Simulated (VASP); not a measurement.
Write the native input for VASP 6.6.1 that does the following.

```
Task                   : single point
Functional             : PBE
Potentials or basis    : VASP PAW PBE potentials, release 64 (Cu)
Cutoff                 : 520 eV
k mesh                 : 30 × 30 × 30
Occupations            : gaussian, width 0.1 eV
Spin                   : no spin polarisation
Dipole correction      : no
Further INCAR settings : ALGO = Fast; EDIFF = 1e-06; NBANDS = 12
```

The structure of Cu lies in POSCAR:

```
Cu
1.0
   -1.4427933200      1.4427933200      1.3760814500
    1.4427933200     -1.4427933200      1.3760814500
    1.4427933200      1.4427933200     -1.3760814500
Cu
1
Direct
    0.0000000000      0.0000000000      0.0000000000
```

These files were run (other wordings do the same):

INCAR

```
PREC = Accurate ; ENCUT = 520
EDIFF = 1E-6 ; ISMEAR = 0
SIGMA = 0.1 ; LREAL = False
LASPH = True ; NELM = 100
ALGO = Fast ; ISIF = 2
LWAVE = False ; LCHARG = True
GGA = PE ; LELF = True
LVHAR = True ; NBANDS = 12
```

KPOINTS

```
regular mesh
0
Gamma
  30 30 30
```

Potentials or basis: VASP PAW PBE potentials, release 64 (Cu).

Run with:

```sh
$ cat potpaw_PBE.64/Cu/POTCAR > POTCAR
$ mpirun -np 1 vasp_std > vasp.out
```

It gave:

| Property | Result |
| --- | --- |
| Pressure | 8.1 GPa |
| Band gap on the k mesh | zero (an odd number of electrons rules out a gap without spin polarisation) |

Caveat: the cell stands under pressure.

Wall time 100 s on 1 thread of Intel(R) Xeon(R) 6975P-C (Granite Rapids), on a shared host, peak memory 0.36 GiB.
